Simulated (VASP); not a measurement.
# MnS (R-3m) in VASP: notebook

MnS is run at these levels: PBE+U; tasks: single point.

All numbers are computed with VASP 6.6.1; they aren't measurements. Logs are shortened: lines on timing, memory, paths and dates and some standing lists are left out, and cuts for length are marked.

## (1) The cell of the first run

Symmetry: R-3m, No. 166, trigonal system. The conventional cell has a = 3.507 Å, b = 3.507 Å, c = 8.541 Å, α = 90.00°, β = 90.00°, γ = 120.00°. Mn (site symmetry -3m) has 6 S at 2.48 Å within 3.3 Å. Within 3.3 Å of S (site symmetry -3m) lie 6 Mn at 2.48 Å.

## (2) Single point, PBE+U, collinear spin, ferromagnetic start

Input file INCAR:

```
PREC = Accurate ; ENCUT = 520
EDIFF = 1E-6 ; ISMEAR = -1
SIGMA = 0.1 ; LREAL = False
LASPH = True ; NELM = 150
ALGO = Normal ; ISIF = 2
LWAVE = False ; LCHARG = False
ISPIN = 2 ; MAGMOM = 2.8 2.8 0 0
LORBIT = 11 ; LMAXMIX = 4
LDAU = True ; LDAUTYPE = 1
LDAUL = 2 -1 ; LDAUU = 4.4 0
LDAUJ = 0.9 0 ; LDAUPRINT = 1
GGA = PE ; NBANDS = 31
```

Input file KPOINTS:

```
Automatic mesh
0
Gamma
  7 7 7
```

Input file POSCAR:

```
MnS
1.0
    1.7536558345      1.0124739717      5.6939709910
   -1.7536558345      1.0124739717      5.6939709910
    0.0000000000     -2.0249469851      5.6939709910
Mn S
2 2
Direct
    0.0000000000      0.0000000000      0.0000000000
    0.5000000000      0.5000000000      0.5000000000
    0.7500000000      0.7500000000      0.7500000000
    0.2500000000      0.2500000000      0.2500000000
```

Potentials or basis: VASP PAW PBE potentials, release 64 (Mn_pv, S).

Launch:

```bash
cat potpaw_PBE.64/Mn_pv/POTCAR potpaw_PBE.64/S/POTCAR > POTCAR
mpirun -np 1 vasp_std > vasp.out
```

OUTCAR:

```text
PREC = Accurate
   ENCUT = 520
   EDIFF = 1E-6
   ISMEAR = -1
   LREAL = False
   LASPH = True
   NELM = 150
   ISIF = 2
   ISPIN = 2
   LORBIT = 11
   GGA = PE

 ion  position               nearest neighbor table
   1  0.000  0.000  0.000-   3 2.48   4 2.48   3 2.48   3 2.48   4 2.48   4 2.48
   2  0.500  0.500  0.500-   4 2.48   3 2.48   4 2.48   4 2.48   3 2.48   3 2.48
   3  0.750  0.750  0.750-   2 2.48   1 2.48   2 2.48   2 2.48   1 2.48   1 2.48
   4  0.250  0.250  0.250-   1 2.48   2 2.48   1 2.48   1 2.48   2 2.48   2 2.48

  LATTYP: Found a trigonal (rhomboedric) cell.
 ALAT       =     6.0433201120
 COS(alpha) =     0.8315901349

  Lattice vectors:

 A1 = (   1.7536558345,   1.0124739717,   5.6939709910)
 A2 = (  -1.7536558345,   1.0124739717,   5.6939709910)
 A3 = (   0.0000000000,  -2.0249469851,   5.6939709910)

Analysis of symmetry for initial positions (statically):
=====================================================================
 Subroutine PRICEL returns following result:

  LATTYP: Found a trigonal (rhomboedric) cell.
 ALAT       =     3.4936711022
 COS(alpha) =     0.4960880131
[... 12 lines left out ...]
 Subroutine GETGRP returns: Found 12 space group operations
 (whereof 12 operations were pure point group operations)
 out of a pool of 12 trial point group operations.

The static configuration has the point symmetry D_3d.

Analysis of symmetry for dynamics (positions and initial velocities):
=====================================================================
 Subroutine PRICEL returns following result:

  LATTYP: Found a trigonal (rhomboedric) cell.
 ALAT       =     3.4936711022
 COS(alpha) =     0.4960880131
[... 12 lines left out ...]
 Subroutine GETGRP returns: Found 12 space group operations
 (whereof 12 operations were pure point group operations)
 out of a pool of 12 trial point group operations.

The dynamic configuration has the point symmetry D_3d.

Analysis of structural, dynamic, and magnetic symmetry:
=====================================================================
 Subroutine PRICEL returns following result:

  LATTYP: Found a trigonal (rhomboedric) cell.
 ALAT       =     3.4936711022
 COS(alpha) =     0.4960880131
[... 12 lines left out ...]
 Subroutine GETGRP returns: Found 12 space group operations
 (whereof 12 operations were pure point group operations)
 out of a pool of 12 trial point group operations.

The overall configuration has the point symmetry D_3d.

 Subroutine INISYM returns: Found 12 space group operations
 (whereof 12 operations are pure point group operations),
 and found     2 'primitive' translations

----------------------------------------------------------------------------------------

                                     Primitive cell

  volume of cell :      30.3295

  direct lattice vectors                    reciprocal lattice vectors
    -1.753655834 -1.012473493  2.846985495    -0.285118659 -0.164613337  0.117082915
     1.753655834 -1.012473493  2.846985495     0.285118659 -0.164613337  0.117082915
     0.000000000  2.024947464  2.846985495    -0.000000000  0.329226674  0.117082887

  length of vectors
     3.493671102  3.493671102  3.493671227     0.349426114  0.349426114  0.349426109

  position of ions in fractional coordinates (direct lattice)
[... 140 lines left out ...]
  0.0340  0.0000  0.0000  0.0798 -0.0000
  0.0000  0.0340 -0.0000 -0.0000  0.0559

 occupancies and eigenvectors

  o =  0.0318  v =  0.0000  0.0000  0.0000  0.0000  0.0000  0.8160  0.0000  0.0000 -0.5781 -0.0000      0.0000  0.0000  0.0000  0.0000  0.0000  0.0000  0.0000  0.0000  0.0000  0.0000
  o =  0.0318  v =  0.0000  0.0000  0.0000  0.0000  0.0000  0.0000 -0.5781  0.0000 -0.0000  0.8160      0.0000  0.0000  0.0000  0.0000  0.0000  0.0000  0.0000  0.0000  0.0000  0.0000
  o =  0.0319  v =  0.0000  0.0000  0.0000  0.0000  0.0000 -0.0000  0.0000  1.0000  0.0000 -0.0000      0.0000  0.0000  0.0000  0.0000  0.0000  0.0000  0.0000  0.0000  0.0000  0.0000
  o =  0.1039  v =  0.0000  0.0000  0.0000  0.0000  0.0000  0.0000  0.8160 -0.0000  0.0000  0.5781      0.0000  0.0000  0.0000  0.0000  0.0000  0.0000  0.0000  0.0000  0.0000  0.0000
  o =  0.1039  v =  0.0000  0.0000  0.0000  0.0000  0.0000 -0.5781  0.0000 -0.0000 -0.8160  0.0000      0.0000  0.0000  0.0000  0.0000  0.0000  0.0000  0.0000  0.0000  0.0000  0.0000
  o =  0.9280  v = -0.8143 -0.0000  0.0000  0.5805  0.0000  0.0000  0.0000  0.0000  0.0000  0.0000      0.0000  0.0000  0.0000  0.0000  0.0000  0.0000  0.0000  0.0000  0.0000  0.0000
  o =  0.9280  v =  0.0000  0.5805 -0.0003  0.0000 -0.8143  0.0000  0.0000  0.0000  0.0000  0.0000      0.0000  0.0000  0.0000  0.0000  0.0000  0.0000  0.0000  0.0000  0.0000  0.0000
  o =  0.9281  v =  0.0000 -0.0002 -1.0000  0.0000  0.0003  0.0000  0.0000  0.0000  0.0000  0.0000      0.0000  0.0000  0.0000  0.0000  0.0000  0.0000  0.0000  0.0000  0.0000  0.0000
  o =  0.9472  v =  0.0000  0.8143  0.0000 -0.0000  0.5805  0.0000  0.0000  0.0000  0.0000  0.0000      0.0000  0.0000  0.0000  0.0000  0.0000  0.0000  0.0000  0.0000  0.0000  0.0000
  o =  0.9472  v =  0.5805 -0.0000  0.0000  0.8143  0.0000  0.0000  0.0000  0.0000  0.0000  0.0000      0.0000  0.0000  0.0000  0.0000  0.0000  0.0000  0.0000  0.0000  0.0000  0.0000

atom =   2  type =  1  l = 2

 onsite density matrix

spin component  1

  0.9344 -0.0000  0.0000  0.0091 -0.0000
 -0.0000  0.9407  0.0000 -0.0000  0.0091
  0.0000  0.0000  0.9281  0.0000 -0.0000
  0.0091 -0.0000  0.0000  0.9407 -0.0000
 -0.0000  0.0091 -0.0000 -0.0000  0.9344

spin component  2

  0.0559 -0.0000 -0.0000  0.0340 -0.0000
 -0.0000  0.0798 -0.0000 -0.0000  0.0340
 -0.0000 -0.0000  0.0319 -0.0000 -0.0000
  0.0340 -0.0000 -0.0000  0.0798 -0.0000
 -0.0000  0.0340 -0.0000 -0.0000  0.0559

 occupancies and eigenvectors

  o =  0.0318  v =  0.0000  0.0000  0.0000  0.0000  0.0000  0.8160  0.0000 -0.0000 -0.5781 -0.0000      0.0000  0.0000  0.0000  0.0000  0.0000  0.0000  0.0000  0.0000  0.0000  0.0000
  o =  0.0318  v =  0.0000  0.0000  0.0000  0.0000  0.0000  0.0000 -0.5781  0.0000 -0.0000  0.8160      0.0000  0.0000  0.0000  0.0000  0.0000  0.0000  0.0000  0.0000  0.0000  0.0000
  o =  0.0319  v =  0.0000  0.0000  0.0000  0.0000  0.0000 -0.0000 -0.0000 -1.0000  0.0000  0.0000      0.0000  0.0000  0.0000  0.0000  0.0000  0.0000  0.0000  0.0000  0.0000  0.0000
  o =  0.1039  v =  0.0000  0.0000  0.0000  0.0000  0.0000  0.0000 -0.8160  0.0000 -0.0000 -0.5781      0.0000  0.0000  0.0000  0.0000  0.0000  0.0000  0.0000  0.0000  0.0000  0.0000
  o =  0.1039  v =  0.0000  0.0000  0.0000  0.0000  0.0000  0.5781  0.0000 -0.0000  0.8160 -0.0000      0.0000  0.0000  0.0000  0.0000  0.0000  0.0000  0.0000  0.0000  0.0000  0.0000
  o =  0.9280  v = -0.8143 -0.0000  0.0000  0.5805 -0.0000  0.0000  0.0000  0.0000  0.0000  0.0000      0.0000  0.0000  0.0000  0.0000  0.0000  0.0000  0.0000  0.0000  0.0000  0.0000
  o =  0.9280  v =  0.0000  0.5805 -0.0003  0.0000 -0.8143  0.0000  0.0000  0.0000  0.0000  0.0000      0.0000  0.0000  0.0000  0.0000  0.0000  0.0000  0.0000  0.0000  0.0000  0.0000
  o =  0.9281  v =  0.0000 -0.0002 -1.0000  0.0000  0.0003  0.0000  0.0000  0.0000  0.0000  0.0000      0.0000  0.0000  0.0000  0.0000  0.0000  0.0000  0.0000  0.0000  0.0000  0.0000
  o =  0.9472  v =  0.0000  0.8143  0.0000  0.0000  0.5805  0.0000  0.0000  0.0000  0.0000  0.0000      0.0000  0.0000  0.0000  0.0000  0.0000  0.0000  0.0000  0.0000  0.0000  0.0000
  o =  0.9472  v =  0.5805 -0.0000  0.0000  0.8143 -0.0000  0.0000  0.0000  0.0000  0.0000  0.0000      0.0000  0.0000  0.0000  0.0000  0.0000  0.0000  0.0000  0.0000  0.0000  0.0000

 number of electron      38.0000008 magnetization       9.7636750

 Free energy of the ion-electron system (eV)
  ---------------------------------------------------
  ext. energy  EPLUGINS =         0.00000000
  ---------------------------------------------------
  free energy    TOTEN  =       -25.38569307 eV

  energy without entropy =      -25.35769377  energy(sigma->0) =      -25.37169342

 E-fermi :   8.6674     XC(G=0): -11.3717

 val. band max:        8.6386064517   @ k =   0.2857   0.1429   0.1429
 cond. band min:       8.6965188728   @ k =   0.1429   0.1429   0.1429
 fundamental gap:      0.0579124210
 Fermi energy:         8.6674417842

 spin component 1

 k-point     1 :       0.0000    0.0000    0.0000
  band No.  band energies     occupation
      1     -42.3222      1.00000
      2     -42.3058      1.00000
      3     -42.3058      1.00000
      4     -42.3045      1.00000
      5     -42.3032      1.00000
      6     -42.3032      1.00000
[... 1625 lines left out ...]
     30      17.2910      0.00000
     31      18.1429      0.00000

 [... further k-points ...]

------------------------ aborting loop because EDIFF is reached ----------------------------------------

  FORCE on cell =-STRESS in cart. coord.  units (eV):
  Direction    XX          YY          ZZ          XY          YZ          ZX
  --------------------------------------------------------------------------------------
  -------------------------------------------------------------------------------------
  Total        7.9558811      7.9558808      8.1530320      0.0000000      0.0000005      0.0000000
  in kB      210.1378431    210.1378365    215.3451684      0.0000000      0.0000121      0.0000000
  external PRESSURE =     211.8736160 kB  Pullay stress =       0.0000000 kB

 VOLUME and BASIS-vectors are now :
 -----------------------------------------------------------------------------
  energy-cutoff  :      520.00
  volume of cell :       60.66
      direct lattice vectors                 reciprocal lattice vectors
     1.753655834  1.012473972  5.693970991     0.285118659  0.164613337  0.058541443
    -1.753655834  1.012473972  5.693970991    -0.285118659  0.164613337  0.058541443
     0.000000000 -2.024946985  5.693970991     0.000000000 -0.329226674  0.058541471

 POSITION                                       TOTAL-FORCE (eV/Angst)
 -----------------------------------------------------------------------------------
      0.00000      0.00000      0.00000         0.000000      0.000000      0.000000
      0.00000      0.00000      8.54096        -0.000000     -0.000000     -0.000000
      0.00000      0.00000     12.81143        -0.000000      0.000000      0.000000
      0.00000      0.00000      4.27048        -0.000000     -0.000000     -0.000000
 -----------------------------------------------------------------------------------
    total drift:                                0.000000      0.000000     -0.000000

  FREE ENERGIE OF THE ION-ELECTRON SYSTEM (eV)
  ---------------------------------------------------
  free  energy   TOTEN  =       -25.3856930680 eV

  energy  without entropy=      -25.3576937739  energy(sigma->0) =      -25.37169342

 total charge

# of ion       s       p       d       tot
------------------------------------------
    1        0.248   6.229   4.961  11.438
    2        0.248   6.229   4.961  11.438
    3        1.324   2.518   0.000   3.842
    4        1.324   2.518   0.000   3.842
--------------------------------------------------
tot          3.144  17.494   9.921  30.560

 magnetization (x)

# of ion       s       p       d       tot
------------------------------------------
    1        0.052   0.050   4.365   4.468
    2        0.052   0.050   4.365   4.468
    3        0.026   0.080   0.000   0.107
    4        0.026   0.080   0.000   0.107
--------------------------------------------------
tot          0.157   0.261   8.731   9.149
```

It took 11 min on 1 thread of Oxide Virtual Turin-like, shared host; peak memory 0.43 GiB.

Results:

| Quantity | Value |
| --- | --- |
| Free energy | -25.3857 eV |
| Pressure | 21.2 GPa |
| Net moment | 9.76 μB per cell |
| Site moments | Mn +4.47; S +0.11 μB |
| Valence electrons inside the program's atomic spheres | Mn 11.44; S 3.84 |

Eigenvalues of the final occupation matrices:
```csv
site,spin,trace,eigenvalues
site 1 d,1,4.68,0.93 0.93 0.93 0.95 0.95
site 1 d,2,0.30,0.03 0.03 0.03 0.10 0.10
site 2 d,1,4.68,0.93 0.93 0.93 0.95 0.95
site 2 d,2,0.30,0.03 0.03 0.03 0.10 0.10
```

Caveat: the cell stands under pressure; only a ferromagnetic start was run, and an antiferromagnetic order may lie lower in energy. The state reached can hang on the start; a lower one may exist.

## (3) Single point, PBE+U, collinear spin, ferromagnetic start

This run uses another cell than the first one, of 15.85 Å³/atom.

Input file INCAR:

```
  PREC = Accurate
  ENCUT = 520
  EDIFF = 1E-6
  ISMEAR = -1
  SIGMA = 0.1
  LREAL = F
  LASPH = T
  NELM = 150
  ALGO = Normal
  ISIF = 2
  LWAVE = F
  LCHARG = T
  ISPIN = 2
  MAGMOM = 2.8 2.8 0 0
  LORBIT = 11
  LMAXMIX = 4
  LDAU = T
  LDAUTYPE = 1
  LDAUL = 2 -1
  LDAUU = 4.4 0
  LDAUJ = 0.9 0
  LDAUPRINT = 1
  GGA = PE
  LELF = T
  LVHAR = T
  NBANDS = 31
```

KPOINTS is that of step 2.

Input file POSCAR:

```
MnS
1.0
    1.7798336616      1.0275877518      5.7789681638
   -1.7798336616      1.0275877518      5.7789681638
    0.0000000000     -2.0551745309      5.7789681638
Mn S
2 2
Direct
    0.0000000000      0.0000000000      0.0000000000
    0.5000000000      0.5000000000      0.5000000000
    0.7500000000      0.7500000000      0.7500000000
    0.2500000000      0.2500000000      0.2500000000
```

Potentials or basis: VASP PAW PBE potentials, release 64 (Mn_pv, S).

Launch:

```bash
cat potpaw_PBE.64/Mn_pv/POTCAR potpaw_PBE.64/S/POTCAR > POTCAR
mpirun -np 1 vasp_std > vasp.out
```

It took 12 min on 1 thread of Oxide Virtual Turin-like, shared host; peak memory 0.42 GiB.

The run converged. Its results:

```
Free energy                                           : -25.7018 eV
Pressure                                              : 15.5 GPa
Net moment                                            : 9.88 μB per cell
Site moments                                          : Mn +4.51; S +0.11 μB
Valence electrons inside the program's atomic spheres : Mn 11.39; S 3.83
```

Stress tensor (GPa, compression positive):
```
15.35  0.00  0.00
 0.00 15.35  0.00
 0.00  0.00 15.87
```

Levels at points of the mesh, in eV from the Fermi level:
Spin up:
| k point | band 21 | band 22 | band 23 | band 24 | band 25 | band 26 | band 27 | band 28 |
| --- | --- | --- | --- | --- | --- | --- | --- | --- |
| (0.00, 0.00, 0.00) | -1.98 | -1.93 | 0.01 | 0.01 | 2.48 | 2.70 | 5.27 | 5.27 |
Spin down:
| k point | band 10 | band 11 | band 12 | band 13 | band 14 | band 15 | band 16 | band 17 | band 18 | band 19 |
| --- | --- | --- | --- | --- | --- | --- | --- | --- | --- | --- |
| (0.00, 0.00, 0.00) | -3.49 | -3.49 | -1.74 | -1.74 | -1.69 | 1.23 | 1.23 | 1.25 | 1.25 | 1.27 |

Eigenvalues of the final occupation matrices:
```csv
site,spin,trace,eigenvalues
site 1 d,1,4.69,0.93 0.93 0.93 0.95 0.95
site 1 d,2,0.27,0.02 0.02 0.02 0.10 0.10
site 2 d,1,4.69,0.93 0.93 0.93 0.95 0.95
site 2 d,2,0.27,0.02 0.02 0.02 0.10 0.10
```

Caveat: the cell stands under pressure; only a ferromagnetic start was run, and an antiferromagnetic order may lie lower in energy. The state reached can hang on the start; a lower one may exist.

## (4) Single point, PBE+U, collinear spin, ferromagnetic start

This run uses another cell than the first one, of 16.54 Å³/atom.

Input file INCAR:

```
PREC = Accurate
ENCUT = 520
EDIFF = 1E-6
ISMEAR = -1
SIGMA = 0.1
LREAL = F
LASPH = T
NELM = 150
ALGO = Normal
ISIF = 2
LWAVE = F
LCHARG = T
ISPIN = 2
MAGMOM = 2.8 2.8 0 0
LORBIT = 11
LMAXMIX = 4
LDAU = T
LDAUTYPE = 1
LDAUL = 2 -1
LDAUU = 4.4 0
LDAUJ = 0.9 0
LDAUPRINT = 1
GGA = PE
LELF = T
LVHAR = T
NBANDS = 31
```

KPOINTS is that of step 3.

Input file POSCAR:

```
MnS
1.0
    1.8052632925      1.0422695604      5.8615360072
   -1.8052632925      1.0422695604      5.8615360072
    0.0000000000     -2.0845381343      5.8615360072
Mn S
2 2
Direct
    0.0000000000      0.0000000000      0.0000000000
    0.5000000000      0.5000000000      0.5000000000
    0.7500000000      0.7500000000      0.7500000000
    0.2500000000      0.2500000000      0.2500000000
```

Launch:

```bash
cat potpaw_PBE.64/Mn_pv/POTCAR potpaw_PBE.64/S/POTCAR > POTCAR
mpirun -np 1 vasp_std > vasp.out
```

Wall time 10 min (1 thread of Oxide Virtual Turin-like, shared host); peak memory 0.43 GiB.

Results (log left out):

```
Free energy                                           : -25.9258 eV
Pressure                                              : 10.5 GPa
Net moment                                            : 9.94 μB per cell
Site moments                                          : Mn +4.54; S +0.10 μB
Valence electrons inside the program's atomic spheres : Mn 11.34; S 3.81
```

Stress tensor (GPa, compression positive):
```
10.34  0.00  0.00
 0.00 10.34  0.00
 0.00  0.00 10.85
```

Levels at points of the mesh, in eV from the Fermi level:
Spin up:
| k point | band 21 | band 22 | band 23 | band 24 | band 25 | band 26 | band 27 | band 28 |
| --- | --- | --- | --- | --- | --- | --- | --- | --- |
| (0.00, 0.00, 0.00) | -1.90 | -1.85 | -0.10 | -0.10 | 2.16 | 2.72 | 5.27 | 5.27 |
Spin down:
| k point | band 12 | band 13 | band 14 | band 15 | band 16 | band 17 |
| --- | --- | --- | --- | --- | --- | --- |
| (0.00, 0.00, 0.00) | -1.67 | -1.67 | -1.62 | 1.38 | 1.38 | 1.39 |

Eigenvalues of the final occupation matrices:
```tsv
site	spin	trace	eigenvalues
site 1 d	1	4.70	0.93 0.93 0.93 0.95 0.95
site 1 d	2	0.24	0.02 0.02 0.02 0.09 0.09
site 2 d	1	4.70	0.93 0.93 0.93 0.95 0.95
site 2 d	2	0.24	0.02 0.02 0.02 0.09 0.09
```

Caveat: the cell stands under pressure; only a ferromagnetic start was run, and an antiferromagnetic order may lie lower in energy. The state reached can hang on the start; a lower one may exist.

## (5) Summary

| cell | gap on the mesh (eV) | pressure (GPa) | moment (μB) |
| --- | --- | --- | --- |
| a = 6.043 Å, angles 33.7°, 4 atoms | none | 21.2 | 9.76 |
| a = 6.134 Å, angles 33.7°, 4 atoms | none | 15.5 | 9.88 |
| a = 6.221 Å, angles 33.7°, 4 atoms | none | 10.5 | 9.94 |

Alike in all rows: task single point; level PBE+U; potentials or basis VASP PAW PBE potentials, release 64 (Mn_pv, S); spin collinear, ferromagnetic start; Mn d U = 4.4 eV, J = 0.9 eV; k mesh 7 × 7 × 7; cutoff (eV) 520; smearing fermi-dirac 0.1 eV.

Caveats: the cell stands under pressure; only a ferromagnetic start was run, and an antiferromagnetic order may lie lower in energy.

Total energies depend on the potentials used, so only differences within one code and one set of settings carry meaning.
